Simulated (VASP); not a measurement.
A run of VASP 6.6.1:

The input INCAR:

```
SYSTEM = TmGa3Hg3As2N4
  PREC = Accurate
  ENCUT = 600
  EDIFF = 1E-6
  ISMEAR = 0
  SIGMA = 0.1
  LREAL = .False.
  LASPH = .True.
  NELM = 200
  ALGO = Normal
  ISIF = 2
  LWAVE = .False.
  LCHARG = .True.
  GGA = PE
  LVHAR = .True.
  NBANDS = 69
  GGA_COMPAT = .False.
  LMAXMIX = 6
  KPAR = 4
```

The input KPOINTS:

```
Automatic mesh
0
Gamma
  10 4 4
  0 0 0
```

File POSCAR:

```
TmGa3Hg3As2N4
1.0
    3.2138283244      0.0000000000      0.0000000000
    1.4686790343      8.2521076067      0.0000000000
    1.5007012565      0.5845596767      9.6898503132
Tm Ga Hg As N
1 3 3 2 4
Direct
    0.7545970000      0.9388560000      0.0431420000
    0.0359860000      0.3179130000      0.0616480000
    0.9632880000      0.6929880000      0.8500900000
    0.6331510000      0.3447050000      0.8242540000
    0.8564760000      0.3077690000      0.4139770000
    0.3131070000      0.6319440000      0.2308630000
    0.0558370000      0.7879300000      0.5856290000
    0.1409010000      0.9215020000      0.3096220000
    0.7997330000      0.1513890000      0.6413340000
    0.0558920000      0.4612700000      0.8753650000
    0.9047550000      0.4389460000      0.2220590000
    0.3717210000      0.8030180000      0.9356760000
    0.6145560000      0.2017700000      0.0063420000
```

Potentials or basis: VASP PAW PBE potentials, release 64 (Tm_3, Ga_d, Hg, As, N), 4f in core.

Command:

```bash
$ cat potpaw_PBE.64/Tm_3/POTCAR potpaw_PBE.64/Ga_d/POTCAR potpaw_PBE.64/Hg/POTCAR potpaw_PBE.64/As/POTCAR potpaw_PBE.64/N/POTCAR > POTCAR
$ mpirun -np 4 vasp_std > vasp.out
```

Hardware: 4 MPI ranks on Intel(R) Xeon(R) 6975P-C (Granite Rapids), with other jobs on the host.

Question: How long does it take, and how much memory?

Answer: Run time: 6.5 min on 4 MPI ranks on Intel(R) Xeon(R) 6975P-C (Granite Rapids), on a shared host, peak memory 1.6 GiB a rank. Counts: scf iterations 19, k points 84.
